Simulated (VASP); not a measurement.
Here is a VASP 6.6.1 calculation.

The input POSCAR:

```
B
1.0
    1.8366404510      0.0000000000      0.0000000000
   -0.9183202255      1.5905772882      0.0000000000
    0.0000000000      0.0000000000      2.2254827224
B
1
Direct
    0.0000000000      0.0000000000      0.0000000000
```

INCAR.step1

```
SYSTEM = B
PREC = Accurate
ENCUT = 520
ISMEAR = 0
SIGMA = 0.1
LREAL = .FALSE.
LASPH = .TRUE.
NELM = 80
NBANDS = 8
GGA = PE
ALGO = Normal
EDIFF = 1E-4
LWAVE = .TRUE.
LCHARG = .FALSE.
```

The input INCAR.step2:

```
SYSTEM = B
PREC = Accurate
ENCUT = 520
EDIFF = 1E-6
ISMEAR = 0
SIGMA = 0.1
LREAL = .FALSE.
LASPH = .TRUE.
NELM = 80
ALGO = Normal
ISIF = 2
LWAVE = .FALSE.
LCHARG = .TRUE.
METAGGA = R2SCAN
LMIXTAU = .TRUE.
LELF = .TRUE.
LVHAR = .TRUE.
NBANDS = 8
ISTART = 1
```

The input KPOINTS:

```
Automatic mesh
0
G
  9 9 8
  0 0 0
```

Potentials or basis: VASP PAW PBE potentials, release 64 (B).

Launch:

```bash
$ cat potpaw_PBE.64/B/POTCAR > POTCAR
$ cp INCAR.step1 INCAR
$ mpirun -np 1 vasp_std > vasp.out
$ cp INCAR.step2 INCAR
$ mpirun -np 1 vasp_std > vasp.out
```

Problem. Predict the pressure.

Solution. 0.2 GPa.

Stress tensor (GPa, compression positive):
```
-0.02  0.00  0.00
 0.00 -0.02  0.00
 0.00  0.00  0.50
```

Caveat: the k points lie up to 0.44 Å⁻¹ apart; the PAW data sets were made with another functional, which shifts forces and pressure a little.
